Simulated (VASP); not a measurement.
Pb, 2 atoms in the cell. Symmetry: Fd-3m, No. 227, cubic system. The conventional cell has a = 6.572 Å, b = 6.572 Å, c = 6.572 Å, α = 90.00°, β = 90.00°, γ = 90.00°. Pb (site symmetry -43m) has 4 Pb at 2.85 Å within 3.7 Å. 

```yaml
Program: VASP 6.6.1
Task: relaxation of cell and atoms
Functional: PBE
Potentials_or_basis: VASP PAW PBE potentials, release 64 (Pb_d)
Cutoff: 600 eV
k_mesh: 4 × 4 × 4
Occupations: gaussian, width 0.1 eV
Spin: no spin polarisation
Dipole_correction: no
Further_INCAR_settings: ALGO = Normal; EDIFF = 1e-06; IBRION = 2; EDIFFG = -0.04; NSW = 90; ISIF = 3
```

Potentials or basis: VASP PAW PBE potentials, release 64 (Pb_d).

Launch:

```console
$ cat potpaw_PBE.64/Pb_d/POTCAR > POTCAR
$ mpirun -np 1 vasp_std > vasp.out
```

Hardware: 1 thread of Intel(R) Xeon(R) 6975P-C (Granite Rapids), on a shared host.

How long does it take, and how much memory?

Run time: 23 s on 1 thread of Intel(R) Xeon(R) 6975P-C (Granite Rapids) (shared host), peak memory 0.23 GiB. Counts: scf iterations 33, k points 8, ion steps 3.
